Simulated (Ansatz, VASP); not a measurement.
**BiTe in VASP and in Ansatz**

INCAR

```
  PREC = Accurate
  ENCUT = 520
  EDIFF = 1E-6
  ISMEAR = 0
  SIGMA = 0.15
  LREAL = False
  LASPH = True
  NELM = 80
  ALGO = Normal
  ISIF = 2
  LWAVE = False
  LCHARG = False
  GGA = PS
  NBANDS = 18
```

KPOINTS

```
regular mesh
0
Gamma
  14 14 14
```

POSCAR

```
BiTe
1.0
    0.0000000000      3.1338393054      3.4472232359
    3.1338393054      0.0000000000      3.4472232359
    3.1338393054      3.1338393054      0.0000000000
Bi Te
1 1
Direct
    0.0000000000      0.0000000000      0.0000000000
    0.5000000000      0.5000000000      0.5000000000
```

Input for Ansatz:

```yaml
crystal:
  lattice:
    - [0.0, 3.1338393054, 3.4472232359]
    - [3.1338393054, 0.0, 3.4472232359]
    - [3.1338393054, 3.1338393054, 0.0]
  atoms:
    - { symbol: Bi, position: [0.0, 0.0, 0.0] }
    - { symbol: Te, position: [0.5, 0.5, 0.5] }
basis:
  ecutwfc: 420
kpoints:
  mp_grid: { grid: [14, 14, 14] }
hamiltonian:
  xc: pbesol
scf:
  occupations: { method: gaussian, width: 0.15 }
output:
  forces: true
  stress: true
  eigenvalues: true
  write_density: true
  write_potential: true
  elf: true
  volumetric_format: npy
```

Alike in both runs: task single point; functional PBEsol; k mesh 14 × 14 × 14; occupations gaussian, width 0.15 eV; no spin polarisation.

|  | VASP | Ansatz |
| --- | --- | --- |
| version | VASP 6.6.1 | Ansatz 0.2.0 |
| potentials or method | VASP PAW PBE potentials, release 64 (Bi_d, Te), cutoff 520 eV | scalar-relativistic, plane waves, PAW |
| valence electrons in the cell | 21 | 31 |

|  | VASP | Ansatz | Ansatz less VASP |
| --- | --- | --- | --- |
| gap on the k mesh at the Fermi level (eV) | none | none | - |
| pressure (GPa) | -0.9 | -0.9 | +0.02 |
| traceless stress, the component that is largest in VASP (GPa) | -4.40 | -4.39 | +0.004 |

VASP's potentials were made for PBE, not for PBEsol. A gap of «none» marks a metal or a gap that the smearing closes. VASP's potentials hold 21 valence electrons a cell and Ansatz's 31, so a difference there can come from the potentials and not from the codes.

Neither program's run includes spin-orbit coupling.
